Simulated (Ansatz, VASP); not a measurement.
WS2: VASP beside Ansatz

```
CELL_PARAMETERS angstrom
-3.15421 0.00000 0.00000
-1.57710 -2.73162 0.00000
-1.97154 -1.13827 12.13991
ATOMIC_POSITIONS crystal
W 0.22916 0.22916 0.25000
W 0.35414 0.35414 0.75000
S 0.07486 0.07486 0.62029
S 0.61654 0.61654 0.12029
S 0.96676 0.96676 0.87971
S 0.50844 0.50844 0.37971
```

Alike in both runs: task single point; functional PBE; dispersion D3(BJ); k mesh 10 × 10 × 3; occupations gaussian, width 0.05 eV; no spin polarisation.

```csv
,VASP,Ansatz
version,VASP 6.6.1,Ansatz 0.2.0
potentials or method,"VASP PAW PBE potentials, release 64 (W_sv, S), cutoff 520 eV","scalar-relativistic, plane waves, PAW"
valence electrons in the cell,52,52
```

|  | VASP | Ansatz | Ansatz less VASP |
| --- | --- | --- | --- |
| gap on the k mesh at the Fermi level (eV) | 0.97 | 0.95 | -0.018 |
| least direct gap on the mesh (eV) | 2.17 | 2.16 | -0.014 |
| pressure (GPa) | 0.2 | 0.3 | +0.04 |
| traceless stress, the component that is largest in VASP (GPa) | 0.44 | 0.44 | 0.000 |
| rms of the force components (eV/Å) | 0.046 | 0.046 | +0.0005 |

Atom by atom the forces differ by 0.001 eV/Å (rms over components).

Spin-orbit coupling is off throughout.
